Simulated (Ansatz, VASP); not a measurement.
**One calculation of Mo, two programs**

```
Mo
1.0
     3.07413    0.00000    0.00000
    -1.53707    2.66228    0.00000
     0.00000    0.00000    8.37263
Mo
4
Direct
  0.00000 0.00000 0.25000
  0.00000 0.00000 0.75000
  0.33333 0.66667 0.75000
  0.66667 0.33333 0.25000
```

Alike in both runs: task relaxation of cell and atoms; functional PBEsol; k mesh 6 × 6 × 2; occupations gaussian, width 0.1 eV; no spin polarisation.

```csv
,VASP,Ansatz
version,VASP 6.6.1,Ansatz 0.2.0
potentials or method,"VASP PAW PBE potentials, release 64 (Mo_sv), cutoff 600 eV","scalar-relativistic, plane waves, PAW"
valence electrons in the cell,56,56
```

Ansatz gave:

```
gap on the k mesh at the Fermi level, each at its own relaxed structure (eV) : none
relaxed volume (Å³/atom)                                                     : 18.76
relaxed cell length with the largest relative difference (Å)                 : 4.921
```

Q: What did VASP give for the same quantities?

A: gap on the k mesh at the Fermi level, each at its own relaxed structure (eV): none; relaxed volume (Å³/atom): 18.76; relaxed cell length with the largest relative difference (Å): 4.938.

VASP's potentials were made for PBE, not for PBEsol. A gap of «none» marks a metal or a gap that the smearing closes.

The k mesh is coarse, so the values compare programs but aren't converged.
